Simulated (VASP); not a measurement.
# Ga2O3 (R-3c) in VASP: a series of runs

Ga2O3 is run at these levels: r2SCAN, PBEsol, LDA, PBE; tasks: single point, relaxation of cell and atoms.

Everything below comes from runs of VASP 6.6.1. Logs are shortened: lines on timing, memory, paths and dates and some standing lists are left out, and cuts for length are marked.

## (1) The cell of the first run

Symmetry: R-3c, No. 167, trigonal system. The conventional cell has a = 4.985 Å, b = 4.985 Å, c = 13.442 Å, α = 90.00°, β = 90.00°, γ = 120.00°. Within 2.6 Å of Ga (site symmetry 3) lie 6 O at 1.93 to 2.07 Å. Within 3.1 Å of O (site symmetry 2) lie 4 Ga at 1.93 to 2.07 Å and 12 O at 2.62 to 3.01 Å.

## (2) Single point, r2SCAN

POSCAR reads:

```
Ga2O3
1.0
    2.4922622641      1.4389082890      4.4806364994
   -2.4922622641      1.4389082890      4.4806364994
    0.0000000000     -2.8778165781      4.4806364994
Ga O
4 6
Direct
    0.3554263352      0.3554263352      0.3554263352
    0.1445736648      0.1445736648      0.1445736648
    0.6445736648      0.6445736648      0.6445736648
    0.8554263352      0.8554263352      0.8554263352
    0.5536335029      0.9463664971      0.2500000000
    0.2500000000      0.5536335029      0.9463664971
    0.9463664971      0.2500000000      0.5536335029
    0.4463664971      0.0536335029      0.7500000000
    0.7500000000      0.4463664971      0.0536335029
    0.0536335029      0.7500000000      0.4463664971
```

INCAR.step1 reads:

```
ALGO = Normal ; EDIFF = 1E-4
ENCUT = 520 ; GGA = PE
ISMEAR = 0 ; LASPH = T
LCHARG = F ; LREAL = F
LWAVE = T ; NBANDS = 55
NELM = 60 ; PREC = Accurate
SIGMA = 0.01
```

INCAR.step2 reads:

```
ALGO = Normal ; EDIFF = 1E-7
ENCUT = 520 ; ISIF = 2
ISMEAR = 0 ; ISTART = 1
LASPH = T ; LCHARG = F
LMIXTAU = T ; LREAL = F
LWAVE = F ; METAGGA = R2SCAN
NBANDS = 55 ; NELM = 60
PREC = Accurate ; SIGMA = 0.01
```

KPOINTS reads:

```
k-points
0
Gamma
  6 6 6
```

Potentials or basis: VASP PAW PBE potentials, release 64 (Ga_d, O).

Command:

```console
$ cat potpaw_PBE.64/Ga_d/POTCAR potpaw_PBE.64/O/POTCAR > POTCAR
$ cp INCAR.step1 INCAR
$ mpirun -np 1 vasp_std > vasp.out
$ cp INCAR.step2 INCAR
$ mpirun -np 1 vasp_std > vasp.out
```

OUTCAR:

```text
EDIFF = 1E-7
   ENCUT = 520
   ISIF = 2
   ISMEAR = 0
   ISTART = 1
   LASPH = T
   LREAL = F
   METAGGA = R2SCAN
   NELM = 60
   PREC = Accurate

 ion  position               nearest neighbor table
   1  0.355  0.355  0.355-   9 1.93   8 1.93  10 1.93   7 2.07   6 2.07   5 2.07   2 2.83
   2  0.145  0.145  0.145-  10 1.93   8 1.93   9 1.93   6 2.07   7 2.07   5 2.07   1 2.83
   3  0.645  0.645  0.645-   6 1.93   5 1.93   7 1.93  10 2.07   9 2.07   8 2.07   4 2.83
   4  0.855  0.855  0.855-   7 1.93   5 1.93   6 1.93   9 2.07  10 2.07   8 2.07   3 2.83
   5  0.554  0.946  0.250-   3 1.93   4 1.93   1 2.07   2 2.07
   6  0.250  0.554  0.946-   3 1.93   4 1.93   2 2.07   1 2.07
   7  0.946  0.250  0.554-   4 1.93   3 1.93   1 2.07   2 2.07
   8  0.446  0.054  0.750-   1 1.93   2 1.93   3 2.07   4 2.07
   9  0.750  0.446  0.054-   1 1.93   2 1.93   4 2.07   3 2.07
  10  0.054  0.750  0.446-   2 1.93   1 1.93   3 2.07   4 2.07

  LATTYP: Found a trigonal (rhomboedric) cell.
 ALAT       =     5.3252165869
 COS(alpha) =     0.5619305908

  Lattice vectors:

 A1 = (   2.4922622641,   1.4389082890,   4.4806364994)
 A2 = (  -2.4922622641,   1.4389082890,   4.4806364994)
 A3 = (   0.0000000000,  -2.8778165781,   4.4806364994)

Analysis of symmetry for initial positions (statically):
=====================================================================
 Subroutine PRICEL returns:
 Original cell was already a primitive cell.

 Routine SETGRP: Setting up the symmetry group for a
 trigonal (rhombohedral) supercell.

 Subroutine GETGRP returns: Found 12 space group operations
 (whereof  6 operations were pure point group operations)
 out of a pool of 12 trial point group operations.

The static configuration has the point symmetry S_6 .
 The point group associated with its full space group is D_3d.

Analysis of symmetry for dynamics (positions and initial velocities):
=====================================================================
 Subroutine PRICEL returns:
 Original cell was already a primitive cell.

 Routine SETGRP: Setting up the symmetry group for a
 trigonal (rhombohedral) supercell.

 Subroutine GETGRP returns: Found 12 space group operations
 (whereof  6 operations were pure point group operations)
 out of a pool of 12 trial point group operations.

The dynamic configuration has the point symmetry S_6 .
 The point group associated with its full space group is D_3d.

 Subroutine INISYM returns: Found 12 space group operations
 (whereof  6 operations are pure point group operations),
 and found     1 'primitive' translations

----------------------------------------------------------------------------------------

                                     Primitive cell

  volume of cell :      96.4091

  direct lattice vectors                    reciprocal lattice vectors
     2.492262264  1.438908289  4.480636499     0.200620941  0.115828554  0.074394192
    -2.492262264  1.438908289  4.480636499    -0.200620941  0.115828554  0.074394192
     0.000000000 -2.877816578  4.480636499     0.000000000 -0.231657108  0.074394192

  length of vectors
     5.325216587  5.325216587  5.325216587     0.243309498  0.243309498  0.243309498

  position of ions in fractional coordinates (direct lattice)
     0.355426335  0.355426335  0.355426335
     0.144573665  0.144573665  0.144573665
     0.644573665  0.644573665  0.644573665
     0.855426335  0.855426335  0.855426335
     0.553633503  0.946366497  0.250000000
     0.250000000  0.553633503  0.946366497
     0.946366497  0.250000000  0.553633503
     0.446366497  0.053633503  0.750000000
     0.750000000  0.446366497  0.053633503
     0.053633503  0.750000000  0.446366497

  ion indices of the primitive-cell ions
   primitive index   ion index
                 1           1
                 2           2
                 3           3
                 4           4
                 5           5
                 6           6
                 7           7
                 8           8
                 9           9
                10          10

----------------------------------------------------------------------------------------

 KPOINTS: k-points

Automatic generation of k-mesh.
 Grid dimensions read from file:
 generate k-points for:    6    6    6

 Generating k-lattice:

  Cartesian coordinates                     Fractional coordinates (reciprocal lattice)
     0.033436823  0.019304759  0.012399032     0.166666667 -0.000000000  0.000000000
    -0.033436823  0.019304759  0.012399032    -0.000000000  0.166666667  0.000000000
     0.000000000 -0.038609518  0.012399032    -0.000000000 -0.000000000  0.166666667

  Length of vectors
     0.040551583  0.040551583  0.040551583

  Shift w.r.t. Gamma in fractional coordinates (k-lattice)
     0.000000000  0.000000000  0.000000000

 Subroutine IBZKPT returns following result:
 ===========================================

 Found     32 irreducible k-points:

 Following reciprocal coordinates:
            Coordinates               Weight
  0.000000  0.000000  0.000000      1.000000
  0.166667 -0.000000  0.000000      6.000000
  0.333333  0.000000 -0.000000      6.000000
  0.500000  0.000000  0.000000      3.000000
  0.166667  0.166667  0.000000      6.000000
  0.333333  0.166667  0.000000     12.000000
[... 16 lines left out ...]
  0.500000  0.500000  0.166667      6.000000
 -0.333333  0.500000  0.166667     12.000000
 [... further k-points ...]
   k-points           NKPTS =     32   k-points in BZ     NKDIM =     32   number of bands    NBANDS=     55
   number of dos      NEDOS =    301   number of ions     NIONS =     10
   total plane-waves  NPLWV =  64000
   dimension x,y,z NGX =    40 NGY =   40 NGZ =   40
   dimension x,y,z NGXF=    80 NGYF=   80 NGZF=   80
   ions per type =               4   6
   NGX,Y,Z   is equivalent  to a cutoff of  12.49, 12.49, 12.49 a.u.
   NGXF,Y,Z  is equivalent  to a cutoff of  24.97, 24.97, 24.97 a.u.
 SYSTEM =  unknown system
   PREC   = accura    normal or accurate (medium, high low for compatibility)
   ISTART =      1    job   : 0-new  1-cont  2-samecut
   ICHARG =      0    charge: 1-file 2-atom 10-const
   ISPIN  =      1    spin polarized calculation?
   LNONCOLLINEAR =      F non collinear calculations
   LSORBIT =      F    spin-orbit coupling
   LASPH  =      T    aspherical Exc in radial PAW
   ENCUT  =  520.0 eV  38.22 Ry    6.18 a.u.   9.90  9.90  9.90*2*pi/ulx,y,z
   NELM   =     60;   NELMIN=  2; NELMDL=  0     # of ELM steps
   EDIFF  = 0.1E-06   stopping-criterion for ELM
   LREAL  =      F    real-space projection
   EDIFFG = 0.1E-05   stopping-criterion for IOM
   NSW    =      0    number of steps for IOM
   IBRION =     -1    ionic relax: 0-MD 1-quasi-New 2-CG
   NFREE  =      0    steps in history (QN), initial steepest desc. (CG)
   ISIF   =      2    stress and relaxation
   ISYM   =      2    0-nonsym 1-usesym 2-fastsym
   POTIM  = 0.5000    time-step for ionic-motion
   TEBEG  =    0.0;   TEEND  =   0.0 temperature during run
   PSTRESS=    0.0 pullay stress
   NELECT =      88.0000    total number of electrons
   NUPDOWN=      -1.0000    fix difference up-down
   EMIN   =  10.00;   EMAX   =-10.00  energy-range for DOS
   EFERMI =   0.00;   METHOD = LEGACY
   ISMEAR =     0;   SIGMA  =   0.01  broadening in eV -4-tet -1-fermi 0-gaus
   EFERMI_NEDOS =   21; number of points for ismear=-14 and -15
   IALGO  =     38    algorithm
   IMIX   =      4    mixing-type and parameters
     AMIX     =   0.40;   BMIX     =  1.00
     AMIX_MAG =   1.60;   BMIX_MAG =  1.00
  volume/ion in A,a.u.               =       9.64        65.06
  Fermi-wavevector in a.u.,A,eV,Ry     =   1.588046  3.000972 34.312404  2.521891
  Thomas-Fermi vector in A             =   2.687110
   LORBIT       =      0    0 simple, 1 ext, 2 COOP (PROOUT), +10 PAW based schemes
   METAGGA = R2SCAN    functional components
   LHFCALC =     F    Hartree Fock is set to
   AEXX    =    0.0000 exact exchange contribution
   IVDW    =     0    specifies the selected vdW correction
   LEPSILON=     F    determine dielectric tensor
   LRPA    =     F    only Hartree local field effects (RPA)
 non-spin polarized calculation
 Gauss-broadening in eV      SIGMA  =   0.01
  energy-cutoff  :      520.00
  volume of cell :       96.41
 maximum number of plane-waves:      2610
   NGX = 19   NGY = 19   NGZ = 19

 number of electron      87.9999977 magnetization

 Free energy of the ion-electron system (eV)
  ---------------------------------------------------
  ext. energy  EPLUGINS =         0.00000000
  ---------------------------------------------------
  free energy    TOTEN  =      -102.32858471 eV

  energy without entropy =     -102.32858471  energy(sigma->0) =     -102.32858471

 E-fermi :   4.2157     XC(G=0): -13.1603

 val. band max:        4.1273474868   @ k =  -0.1667   0.1667   0.0000
 cond. band min:       7.6714347592   @ k =   0.0000   0.0000   0.0000
 fundamental gap:      3.5440872724
 Fermi energy:         4.2156748792

 k-point     1 :       0.0000    0.0000    0.0000
  band No.  band energies     occupation
      1     -15.7974      2.00000
      2     -13.8158      2.00000
      3     -13.8074      2.00000
      4     -13.8074      2.00000
      5     -13.7802      2.00000
      6     -13.7802      2.00000
[... 47 lines left out ...]
     54      16.2422      0.00000
     55      17.5008      0.00000

 k-point     2 :       0.1667   -0.0000    0.0000
  band No.  band energies     occupation
      1     -15.6732      2.00000
      2     -13.9616      2.00000
      3     -13.8250      2.00000
      4     -13.8239      2.00000
      5     -13.7807      2.00000
      6     -13.7744      2.00000
[... 47 lines left out ...]
     54      16.8641      0.00000
     55      17.2990      0.00000

 k-point     3 :       0.3333    0.0000   -0.0000
  band No.  band energies     occupation
      1     -15.3261      2.00000
      2     -14.3314      2.00000
      3     -13.8605      2.00000
      4     -13.8599      2.00000
      5     -13.7832      2.00000
      6     -13.7817      2.00000
[... 1152 lines left out ...]
 k-point    23 :       0.5000    0.5000    0.1667
  band No.  band energies     occupation
      1     -14.9669      2.00000
      2     -14.4004      2.00000
      3     -14.1076      2.00000
      4     -13.9085      2.00000
      5     -13.8801      2.00000
      6     -13.7706      2.00000
[... 47 lines left out ...]
     54      17.3220      0.00000
     55      17.4548      0.00000

 k-point    24 :      -0.3333    0.5000    0.1667
  band No.  band energies     occupation
      1     -14.7768      2.00000
      2     -14.4696      2.00000
      3     -14.1761      2.00000
      4     -14.0445      2.00000
      5     -13.8161      2.00000
      6     -13.7622      2.00000
[... 47 lines left out ...]
     54      17.1610      0.00000
     55      17.4862      0.00000

 [... further k-points ...]
[... 5 lines left out ...]
  --------------------------------------------------------------------------------------
  -------------------------------------------------------------------------------------
  Total        1.2865351      1.2865351      0.8783661     -0.0000000     -0.0000000      0.0000000
  in kB       21.3803297     21.3803297     14.5971592     -0.0000000     -0.0000000      0.0000000
  external PRESSURE =      19.1192728 kB  Pullay stress =       0.0000000 kB

 VOLUME and BASIS-vectors are now :
 -----------------------------------------------------------------------------
  energy-cutoff  :      520.00
  volume of cell :       96.41
      direct lattice vectors                 reciprocal lattice vectors
     2.492262264  1.438908289  4.480636499     0.200620941  0.115828554  0.074394192
    -2.492262264  1.438908289  4.480636499    -0.200620941  0.115828554  0.074394192
     0.000000000 -2.877816578  4.480636499     0.000000000 -0.231657108  0.074394192

 POSITION                                       TOTAL-FORCE (eV/Angst)
 -----------------------------------------------------------------------------------
      0.00000     -0.00000      4.77761         0.000000      0.000000     -0.034082
      0.00000     -0.00000      1.94335         0.000000     -0.000000      0.034082
      0.00000     -0.00000      8.66430         0.000000     -0.000000      0.034082
      0.00000     -0.00000     11.49856         0.000000      0.000000     -0.034082
     -0.97879      1.43891      7.84111        -0.041249      0.000000      0.000000
     -0.75673     -1.56711      7.84111         0.020625     -0.035723      0.000000
      1.73553      0.12821      7.84111         0.020625      0.035723      0.000000
      0.97879     -1.43891      5.60080         0.041249      0.000000      0.000000
      0.75673      1.56711      5.60080        -0.020625      0.035723      0.000000
     -1.73553     -0.12821      5.60080        -0.020625     -0.035723      0.000000
 -----------------------------------------------------------------------------------
    total drift:                                0.000000     -0.000000      0.000000

  FREE ENERGIE OF THE ION-ELECTRON SYSTEM (eV)
  ---------------------------------------------------
  free  energy   TOTEN  =      -102.3285847063 eV

  energy  without entropy=     -102.3285847063  energy(sigma->0) =     -102.32858471
```

Wall time 8.9 min (1 thread of AMD EPYC 9R45 (Zen 5), shared host); peak memory 0.3 GiB.

Results:

| Item | Value |
| --- | --- |
| Free energy | -102.3286 eV |
| Pressure | 1.9 GPa |
| Largest force | 0.041 eV/Å |
| Band gap on the k mesh | 3.54 eV (least direct gap 3.80 eV) |

Forces in eV/Å, atoms in the order of the input:
```
Ga   0.000  0.000 -0.034
Ga   0.000  0.000  0.034
Ga   0.000  0.000  0.034
Ga   0.000  0.000 -0.034
O   -0.041  0.000  0.000
O    0.021 -0.036  0.000
O    0.021  0.036  0.000
O    0.041  0.000  0.000
O   -0.021  0.036  0.000
O   -0.021 -0.036  0.000
```

Stress tensor (GPa, compression positive):
```
2.14 0.00 0.00
0.00 2.14 0.00
0.00 0.00 1.46
```

Caveat: the PAW data sets were made with another functional, which shifts forces and pressure a little. r2SCAN opens gaps a little over a GGA but as a rule still falls short of measured ones.

(Part 1 of 2 ends here.)
